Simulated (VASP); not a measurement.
# H17O8F in VASP: notebook

The runs below take H17O8F through single point, with PBEsol.

Program: VASP 6.6.1. These are calculated values, not measurements. Logs are shortened: lines on timing, memory, paths and dates and some standing lists are left out, and cuts for length are marked.

## 1. The cell of the first run

The cell holds a disordered packing, 26 atoms: a = 6.495 Å, b = 6.495 Å, c = 6.495 Å, α = 90.00°, β = 90.00°, γ = 90.00°.

## 2. Single point, PBEsol

INCAR

```
SYSTEM = H17O8F
PREC = Accurate
ENCUT = 520
EDIFF = 1E-6
ISMEAR = -1
SIGMA = 0.02
LREAL = .FALSE.
LASPH = .TRUE.
NELM = 120
ALGO = Normal
ISIF = 2
LWAVE = .FALSE.
LCHARG = .TRUE.
GGA = PS
LELF = .TRUE.
LVHAR = .TRUE.
NBANDS = 55
GGA_COMPAT = .FALSE.
```

KPOINTS

```
regular mesh
0
G
  1 1 1
  0 0 0
```

POSCAR

```
H17O8F
1.0
    6.4950650000      0.0000000000      0.0000000000
    0.0000000000      6.4950650000      0.0000000000
    0.0000000000      0.0000000000      6.4950650000
O H F
8 17 1
Direct
    0.8088294728      0.0032794129      0.2795968939
    0.5246906690      0.3941607975      0.4187794887
    0.4652301401      0.1755178740      0.7134801576
    0.0468201627      0.4927895256      0.2433232000
    0.9080124679      0.5267845664      0.6732650097
    0.0618623524      0.1496058931      0.6610865326
    0.0497146680      0.8131096456      0.9674576005
    0.5837508939      0.7814702393      0.5433201977
    0.7193461497      0.0838636719      0.1842321824
    0.8784361665     -0.0839252571      0.1796748762
    0.4780706583      0.3597962453      0.2730842570
    0.5022428567      0.5486165265      0.4466468003
    0.3167943662      0.1829234965      0.7006704321
    0.5221502787      0.2581806341      0.5873844219
    0.0498994236      0.6124496060      0.1467113878
   -0.0564736458      0.3956388427      0.1991358054
    0.9637932800      0.5399638033      0.5292325789
    0.7702309369      0.5869225327      0.6591619945
   -0.0311005356      0.2639080594      0.6803011209
    0.0020323122      0.0775357906      0.5429352901
    0.0768583532      0.9487356939      0.8964190505
    0.0067435815      0.7234261705      0.8460885303
    0.5191018104      0.8657342151      0.6540350251
    0.6749432069      0.8658419893      0.4369625246
    0.5433663866      0.2273726283      0.8823314316
    0.6290622188      0.2781342450      1.0147550486
```

Potentials or basis: VASP PAW PBE potentials, release 64 (O, H, F).

The run is started by

```bash
$ cat potpaw_PBE.64/O/POTCAR potpaw_PBE.64/H/POTCAR potpaw_PBE.64/F/POTCAR > POTCAR
$ mpirun -np 1 vasp_gam > vasp.out
```

OUTCAR:

```text
SYSTEM = H17O8F
   PREC = Accurate
   ENCUT = 520
   EDIFF = 1E-6
   ISMEAR = -1
   LREAL = .FALSE.
   LASPH = .TRUE.
   NELM = 120
   ISIF = 2
   GGA = PS

 ion  position               nearest neighbor table
   1  0.809  0.003  0.280-  10 0.97   9 1.00
   2  0.525  0.394  0.419-  11 1.02  12 1.03  14 1.41
   3  0.465  0.176  0.713-  13 0.97  14 1.05  25 1.25
   4  0.047  0.493  0.243-  16 0.96  15 1.00
   5  0.908  0.527  0.673-  18 0.98  17 1.01
   6  0.062  0.150  0.661-  19 0.97  20 0.98
   7  0.050  0.813  0.967-  21 1.01  22 1.02
   8  0.584  0.781  0.543-  23 1.00  24 1.06
   9  0.719  0.084  0.184-   1 1.00
  10  0.878  0.916  0.180-   1 0.97
  11  0.478  0.360  0.273-   2 1.02
  12  0.502  0.549  0.447-   2 1.03
  13  0.317  0.183  0.701-   3 0.97
  14  0.522  0.258  0.587-   3 1.05   2 1.41
  15  0.050  0.612  0.147-   4 1.00
  16  0.944  0.396  0.199-   4 0.96
  17  0.964  0.540  0.529-   5 1.01
  18  0.770  0.587  0.659-   5 0.98
  19  0.969  0.264  0.680-   6 0.97
  20  0.002  0.078  0.543-   6 0.98
  21  0.077  0.949  0.896-   7 1.01
  22  0.007  0.723  0.846-   7 1.02
  23  0.519  0.866  0.654-   8 1.00
  24  0.675  0.866  0.437-   8 1.06
  25  0.543  0.227  0.882-  26 1.08   3 1.25
  26  0.629  0.278  0.015-  25 1.08

  LATTYP: Found a simple cubic cell.
 ALAT       =     6.4950650000

  Lattice vectors:

 A1 = (   6.4950650000,   0.0000000000,   0.0000000000)
 A2 = (   0.0000000000,   6.4950650000,   0.0000000000)
 A3 = (   0.0000000000,   0.0000000000,   6.4950650000)

Analysis of symmetry for initial positions (statically):
=====================================================================
 Subroutine PRICEL returns:
 Original cell was already a primitive cell.

 Routine SETGRP: Setting up the symmetry group for a
 simple cubic supercell.

 Subroutine GETGRP returns: Found  1 space group operations
 (whereof  1 operations were pure point group operations)
 out of a pool of 48 trial point group operations.

The static configuration has the point symmetry C_1 .

Analysis of symmetry for dynamics (positions and initial velocities):
=====================================================================
 Subroutine PRICEL returns:
 Original cell was already a primitive cell.

 Routine SETGRP: Setting up the symmetry group for a
 simple cubic supercell.

 Subroutine GETGRP returns: Found  1 space group operations
 (whereof  1 operations were pure point group operations)
 out of a pool of 48 trial point group operations.

The dynamic configuration has the point symmetry C_1 .

 Subroutine INISYM returns: Found  1 space group operations
 (whereof  1 operations are pure point group operations),
 and found     1 'primitive' translations

----------------------------------------------------------------------------------------

                                     Primitive cell

  volume of cell :     274.0000

  direct lattice vectors                    reciprocal lattice vectors
     6.495065000  0.000000000  0.000000000     0.153963047  0.000000000  0.000000000
     0.000000000  6.495065000  0.000000000     0.000000000  0.153963047  0.000000000
     0.000000000  0.000000000  6.495065000     0.000000000  0.000000000  0.153963047

  length of vectors
     6.495065000  6.495065000  6.495065000     0.153963047  0.153963047  0.153963047

  position of ions in fractional coordinates (direct lattice)
     0.808829473  0.003279413  0.279596894
     0.524690669  0.394160797  0.418779489
     0.465230140  0.175517874  0.713480158
     0.046820163  0.492789526  0.243323200
     0.908012468  0.526784566  0.673265010
     0.061862352  0.149605893  0.661086533
[... 18 lines left out ...]
     0.543366387  0.227372628  0.882331432
     0.629062219  0.278134245  0.014755049

  ion indices of the primitive-cell ions
   primitive index   ion index
                 1           1
                 2           2
                 3           3
                 4           4
                 5           5
                 6           6
[... 18 lines left out ...]
                25          25
                26          26

----------------------------------------------------------------------------------------

 KPOINTS: regular mesh

Automatic generation of k-mesh.
 Grid dimensions read from file:
 generate k-points for:    1    1    1

 Generating k-lattice:

  Cartesian coordinates                     Fractional coordinates (reciprocal lattice)
     0.153963047  0.000000000  0.000000000     1.000000000  0.000000000  0.000000000
     0.000000000  0.153963047  0.000000000     0.000000000  1.000000000  0.000000000
     0.000000000  0.000000000  0.153963047     0.000000000  0.000000000  1.000000000

  Length of vectors
     0.153963047  0.153963047  0.153963047

  Shift w.r.t. Gamma in fractional coordinates (k-lattice)
     0.000000000  0.000000000  0.000000000

 Subroutine IBZKPT returns following result:
 ===========================================

 Found      1 irreducible k-points:

 Following reciprocal coordinates:
            Coordinates               Weight
  0.000000  0.000000  0.000000      1.000000
   k-points           NKPTS =      1   k-points in BZ     NKDIM =      1   number of bands    NBANDS=     55
   number of dos      NEDOS =    301   number of ions     NIONS =     26
   total plane-waves  NPLWV = 110592
   dimension x,y,z NGX =    48 NGY =   48 NGZ =   48
   dimension x,y,z NGXF=    96 NGYF=   96 NGZF=   96
   ions per type =               8  17   1
   NGX,Y,Z   is equivalent  to a cutoff of  12.29, 12.29, 12.29 a.u.
   NGXF,Y,Z  is equivalent  to a cutoff of  24.57, 24.57, 24.57 a.u.
 SYSTEM =  H17O8F
   PREC   = accura    normal or accurate (medium, high low for compatibility)
   ISTART =      0    job   : 0-new  1-cont  2-samecut
   ICHARG =      2    charge: 1-file 2-atom 10-const
   ISPIN  =      1    spin polarized calculation?
   LNONCOLLINEAR =      F non collinear calculations
   LSORBIT =      F    spin-orbit coupling
   LASPH  =      T    aspherical Exc in radial PAW
   ENCUT  =  520.0 eV  38.22 Ry    6.18 a.u.  12.08 12.08 12.08*2*pi/ulx,y,z
   NELM   =    120;   NELMIN=  2; NELMDL= -5     # of ELM steps
   EDIFF  = 0.1E-05   stopping-criterion for ELM
   LREAL  =      F    real-space projection
   EDIFFG = 0.1E-04   stopping-criterion for IOM
   NSW    =      0    number of steps for IOM
   IBRION =     -1    ionic relax: 0-MD 1-quasi-New 2-CG
   NFREE  =      0    steps in history (QN), initial steepest desc. (CG)
   ISIF   =      2    stress and relaxation
   ISYM   =      2    0-nonsym 1-usesym 2-fastsym
   POTIM  = 0.5000    time-step for ionic-motion
   TEBEG  =    0.0;   TEEND  =   0.0 temperature during run
   PSTRESS=    0.0 pullay stress
   NELECT =      72.0000    total number of electrons
   NUPDOWN=      -1.0000    fix difference up-down
   EMIN   =  10.00;   EMAX   =-10.00  energy-range for DOS
   EFERMI =   0.00;   METHOD = LEGACY
   ISMEAR =    -1;   SIGMA  =   0.02  broadening in eV -4-tet -1-fermi 0-gaus
   EFERMI_NEDOS =   21; number of points for ismear=-14 and -15
   IALGO  =     38    algorithm
   IMIX   =      4    mixing-type and parameters
     AMIX     =   0.40;   BMIX     =  1.00
     AMIX_MAG =   1.60;   BMIX_MAG =  1.00
  volume/ion in A,a.u.               =      10.54        71.12
  Fermi-wavevector in a.u.,A,eV,Ry     =   1.048581  1.981532 14.959919  1.099523
  Thomas-Fermi vector in A             =   2.183509
   LORBIT       =      0    0 simple, 1 ext, 2 COOP (PROOUT), +10 PAW based schemes
   GGA     = PS    functional components
   LHFCALC =     F    Hartree Fock is set to
   AEXX    =    0.0000 exact exchange contribution
   IVDW    =     0    specifies the selected vdW correction
   LEPSILON=     F    determine dielectric tensor
   LRPA    =     F    only Hartree local field effects (RPA)
 non-spin polarized calculation
  energy-cutoff  :      520.00
  volume of cell :      274.00
 maximum number of plane-waves:      3625
   NGX = 25   NGY = 25   NGZ = 25

 number of electron      72.0000010 magnetization

 Free energy of the ion-electron system (eV)
  ---------------------------------------------------
  ext. energy  EPLUGINS =         0.00000000
  ---------------------------------------------------
  free energy    TOTEN  =      -127.16405445 eV

  energy without entropy =     -127.16405445  energy(sigma->0) =     -127.16405445

 E-fermi :  -3.3203     XC(G=0):  -6.6100

 val. band max:       -3.8470178244   @ k =   0.0000   0.0000   0.0000
 cond. band min:       1.0348493475   @ k =   0.0000   0.0000   0.0000
 fundamental gap:      4.8818671719
 Fermi energy:        -3.3202763465

 k-point     1 :       0.0000    0.0000    0.0000
  band No.  band energies     occupation
      1     -25.1427      2.00000
      2     -22.7936      2.00000
      3     -22.6214      2.00000
      4     -22.3572      2.00000
      5     -22.1465      2.00000
      6     -21.9149      2.00000
[... 40 lines left out ...]
     47       6.8387      0.00000
     48       7.1038      0.00000
 [bands above 48 left out]

------------------------ aborting loop because EDIFF is reached ----------------------------------------

  FORCE on cell =-STRESS in cart. coord.  units (eV):
  Direction    XX          YY          ZZ          XY          YZ          ZX
  --------------------------------------------------------------------------------------
  -------------------------------------------------------------------------------------
  Total        1.5703465     -1.6650669     -4.9704361     -1.6307847      0.5122332      0.7681275
  in kB        9.1823867     -9.7362512    -29.0639456     -9.5357904      2.9952133      4.4915203
  external PRESSURE =      -9.8726034 kB  Pullay stress =       0.0000000 kB

 VOLUME and BASIS-vectors are now :
 -----------------------------------------------------------------------------
  energy-cutoff  :      520.00
  volume of cell :      274.00
      direct lattice vectors                 reciprocal lattice vectors
     6.495065000  0.000000000  0.000000000     0.153963047  0.000000000  0.000000000
     0.000000000  6.495065000  0.000000000     0.000000000  0.153963047  0.000000000
     0.000000000  0.000000000  6.495065000     0.000000000  0.000000000  0.153963047

 POSITION                                       TOTAL-FORCE (eV/Angst)
 -----------------------------------------------------------------------------------
      5.25340      0.02130      1.81600        -0.638741      0.246372      0.271421
      3.40790      2.56010      2.72000        -0.429222      0.954001     -1.697933
      3.02170      1.14000      4.63410         1.315276     -0.693245      0.561561
      0.30410      3.20070      1.58040         0.533793      0.755492      0.476752
      5.89760      3.42150      4.37290         0.621009      0.191143     -0.460395
      0.40180      0.97170      4.29380         0.541191     -1.447756      0.001893
[... 18 lines left out ...]
      3.52920      1.47680      5.73080        -0.130295      0.018768     -0.628830
      4.08580      1.80650      0.09583         0.223123     -0.114892      0.949945
 -----------------------------------------------------------------------------------
    total drift:                               -0.000467     -0.001419      0.003188

  FREE ENERGIE OF THE ION-ELECTRON SYSTEM (eV)
  ---------------------------------------------------
  free  energy   TOTEN  =      -127.1640544522 eV

  energy  without entropy=     -127.1640544522  energy(sigma->0) =     -127.16405445
```

Wall time 16 s (1 thread of Intel Xeon 6975P-C (Granite Rapids), shared host); peak memory 0.3 GiB.

What came out:

```
Free energy   : -127.1641 eV
Pressure      : -1.0 GPa
Largest force : 1.994 eV/Å
```

Forces on the atoms (eV/Å):
```
O   -0.639  0.246  0.271
O   -0.429  0.954 -1.698
O    1.315 -0.693  0.562
O    0.534  0.755  0.477
O    0.621  0.191 -0.460
O    0.541 -1.448  0.002
O   -0.188  0.510 -1.215
O    0.508 -0.083 -0.358
H   -0.031  0.463  0.259
H    0.786 -0.728 -0.561
H    0.597  0.456  1.412
H    0.336 -0.934 -0.132
H   -1.322  0.028 -0.182
H   -0.589  0.130  0.031
H   -0.049 -0.530  0.229
H   -0.463 -0.144 -0.390
H   -0.062 -0.152  0.270
H   -0.483  0.335 -0.150
H   -0.578  1.426  0.396
H    0.131 -0.087 -0.218
H   -0.194 -0.689  0.385
H    0.050  0.038  0.608
H    0.566  0.255 -1.023
H   -1.050 -0.205  1.164
H   -0.130  0.019 -0.629
F    0.223 -0.115  0.950
```

Caveat: the k points lie up to 0.97 Å⁻¹ apart; the PAW data sets were made with another functional, which shifts forces and pressure a little.

[end of part 1 of 2]
